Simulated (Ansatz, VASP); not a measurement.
# Two plane-wave programs on BaZrO3

```
Ba Zr O
1.0
     4.14087    0.00000    0.00000
     0.00000    4.14087    0.00000
     0.00000    0.00000    4.14087
Ba Zr O
1 1 3
Direct
  0.00000 0.00000 0.00000
  0.50000 0.50000 0.50000
  0.00000 0.50000 0.50000
  0.50000 0.00000 0.50000
  0.50000 0.50000 0.00000
```

Alike in both runs: task single point; functional PBE; k mesh 6 × 6 × 6; occupations gaussian, width 0.02 eV; no spin polarisation.

|  | VASP | Ansatz |
| --- | --- | --- |
| version | VASP 6.6.1 | Ansatz 0.2.0 |
| potentials or method | VASP PAW PBE potentials, release 64 (Ba_sv, Zr_sv, O_h), cutoff 910 eV | scalar-relativistic, plane waves, PAW |
| valence electrons in the cell | 40 | 40 |

```csv
,VASP,Ansatz,Ansatz less VASP
gap on the k mesh at the Fermi level (eV),3.27,3.32,+0.051
least direct gap on the mesh (eV),3.45,3.47,+0.023
```

Neither program's run includes spin-orbit coupling. Noted on VASP's run: the cutoff is short for stress, so the pressure is rough.
